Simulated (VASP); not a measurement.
RbCd (CsCl type):

```
Rb Cd
1.0
     4.73755    0.00000    0.00000
     0.00000    4.73755    0.00000
     0.00000    0.00000    4.73755
Rb Cd
1 1
Direct
  0.00000 0.00000 0.00000
  0.50000 0.50000 0.50000
```

```yaml
Program: VASP 6.6.1
Task: relaxation of cell and atoms
Functional: PBE
Potentials_or_basis: VASP PAW PBE potentials, release 64 (Rb_sv, Cd)
Cutoff: 600 eV
k_mesh: 9 × 9 × 9
Occupations: fermi-dirac, width 0.05 eV
Spin: no spin polarisation
```

At the start: pressure -0.6 GPa; volume 53.17 Å³/atom.

Question: Where does the relaxation end?

Answer: Over 4 steps the energy falls by 12.9 meV/atom and the volume is 47.26 Å³/atom (-11.1 %); space group Pm-3m (No. 221, to 0.1 Å) before and after.

Step by step:
```csv
step,energy change (eV),largest force (eV/Å),pressure (GPa),volume (Å³)
1,0.0000,0.0000,-0.64,106.33
2,-0.0115,0.0000,-0.50,103.11
3,-0.0250,0.0000,-0.13,96.57
4,-0.0258,0.0000,0.02,94.53
```

Final structure:
```
CELL_PARAMETERS angstrom
4.55531 0.00000 0.00000
0.00000 4.55531 0.00000
0.00000 0.00000 4.55531
ATOMIC_POSITIONS crystal
Rb 0.00000 0.00000 0.00000
Cd 0.50000 0.50000 0.50000
```
